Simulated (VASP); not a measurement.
GaP, 2 atoms in the cell. It takes space group F-43m (No. 216, cubic). Conventional cell: a = 4.951 Å, b = 4.951 Å, c = 4.951 Å, α = 90.00°, β = 90.00°, γ = 90.00°. Ga (site symmetry -43m) has 4 P at 2.14 Å within 2.8 Å. P (site symmetry -43m) has 4 Ga at 2.14 Å within 2.8 Å. 

| Property | Result |
| --- | --- |
| Program | VASP 6.6.1 |
| Task | vibrations by perturbation theory |
| Functional | LDA |
| Potentials or basis | VASP PAW LDA potentials, release 64 (Ga_d, P) |
| Cutoff | 520 eV |
| k mesh | 10 × 10 × 10 |
| Occupations | gaussian, width 0.01 eV |
| Spin | no spin polarisation |
| Dipole correction | no |
| Further INCAR settings | ALGO = Normal; EDIFF = 1e-08; NBANDS = 16; IBRION = 8; NSW = 1 |

Potentials or basis: VASP PAW LDA potentials, release 64 (Ga_d, P).

Run with:

```sh
$ cat potpaw_LDA.64/Ga_d/POTCAR potpaw_LDA.64/P/POTCAR > POTCAR
$ mpirun -np 1 vasp_std > vasp.out
```

Hardware: 1 thread of Intel(R) Xeon(R) Platinum 8375C CPU @ 2.90GHz (Ice Lake) (shared host).

Question: How long does it take, and how much memory?

Answer: Run time: 11 min on 1 thread of Intel(R) Xeon(R) Platinum 8375C CPU @ 2.90GHz (Ice Lake), on a shared host, peak memory 0.32 GiB. Counts: scf iterations 162, k points 47.
